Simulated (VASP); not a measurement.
Here is a VASP 6.6.1 calculation.

File INCAR:

```
SYSTEM = Sn3Te
PREC = Accurate ; ENCUT = 520
EDIFF = 1E-6 ; ISMEAR = 0
SIGMA = 0.1 ; LREAL = .False.
LASPH = .True. ; NELM = 60
ALGO = Normal ; ISIF = 2
LWAVE = .False. ; LCHARG = .True.
GGA = PE ; LELF = .True.
LVHAR = .True. ; NBANDS = 32
```

Contents of KPOINTS:

```
regular mesh
0
Gamma
  4 4 4
  0 0 0
```

File POSCAR:

```
Sn3Te
1.0
    4.8703278919      0.0000000000      0.0000000000
    0.0000000000      4.8703278919      0.0000000000
    0.0000000000      0.0000000000      4.8202677188
Sn Te
3 1
Direct
    0.0000000000      0.5000000000      0.5000000000
    0.5000000000      0.0000000000      0.5000000000
    0.5000000000      0.5000000000      0.0000000000
    0.0000000000      0.0000000000      0.0000000000
```

Potentials or basis: VASP PAW PBE potentials, release 64 (Sn_d, Te).

Command:

```bash
$ cat potpaw_PBE.64/Sn_d/POTCAR potpaw_PBE.64/Te/POTCAR > POTCAR
$ mpirun -np 1 vasp_std > vasp.out
```

**Question.** What does it give for the pressure?

**Answer.** 0.2 GPa.

**Question.** Predict the band gap on the k mesh.

**Answer.** Zero (band 24 reaches 10.57 eV, above the bottom of band 25 at 7.33 eV).

Caveat: spin-orbit coupling is left out, which moves the levels of the heavy elements.
